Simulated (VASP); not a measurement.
Wanted: the native input for a VASP 6.6.1 run.

| Quantity | Value |
| --- | --- |
| Task | single point |
| Functional | PBEsol |
| Potentials or basis | VASP PAW PBE potentials, release 64 (Sn_d, S) |
| Cutoff | 520 eV |
| k mesh | 4 × 4 × 4 |
| Occupations | gaussian, width 0.1 eV |
| Spin | no spin polarisation |
| Dipole correction | no |
| Further INCAR settings | ALGO = Normal; EDIFF = 1e-07; NBANDS = 32 |

The structure of Sn3S lies in POSCAR:

```
Sn3S
1.0
    4.5986244512      0.0000000000      0.0000000000
    0.0000000000      4.5986244512      0.0000000000
    0.0000000000      0.0000000000      4.5986244512
Sn S
3 1
Direct
    0.0000000000      0.5000000000      0.5000000000
    0.5000000000      0.0000000000      0.5000000000
    0.5000000000      0.5000000000      0.0000000000
    0.0000000000      0.0000000000      0.0000000000
```

This cell differs from its parent crystal: Se replaced by S, lengths x 0.983, strained.

The input as run:

INCAR

```
SYSTEM = Sn3S
  PREC = Accurate
  ENCUT = 520
  EDIFF = 1E-7
  ISMEAR = 0
  SIGMA = 0.1
  LREAL = .FALSE.
  LASPH = .TRUE.
  NELM = 60
  ALGO = Normal
  ISIF = 2
  LWAVE = .FALSE.
  LCHARG = .FALSE.
  GGA = PS
  NBANDS = 32
```

KPOINTS

```
regular mesh
0
G
  4 4 4
  0 0 0
```

Potentials or basis: VASP PAW PBE potentials, release 64 (Sn_d, S).

Run with:

```bash
$ cat potpaw_PBE.64/Sn_d/POTCAR potpaw_PBE.64/S/POTCAR > POTCAR
$ mpirun -np 1 vasp_std > vasp.out
```

Results of the run:

```json
{
 "Pressure": "-0.6 GPa",
 "Band gap on the k mesh": "zero (bands 24 and 25 overlap by 2.06 eV)"
}
```

Caveat: the cell differs from its parent crystal (Se replaced by S, lengths x 0.983, strained); the PAW data sets were made with another functional, which shifts forces and pressure a little; spin-orbit coupling is left out, which moves the levels of the heavy elements.

Run time: 51 s on 1 thread of Intel Xeon 8259CL (shared host), peak memory 0.21 GiB.
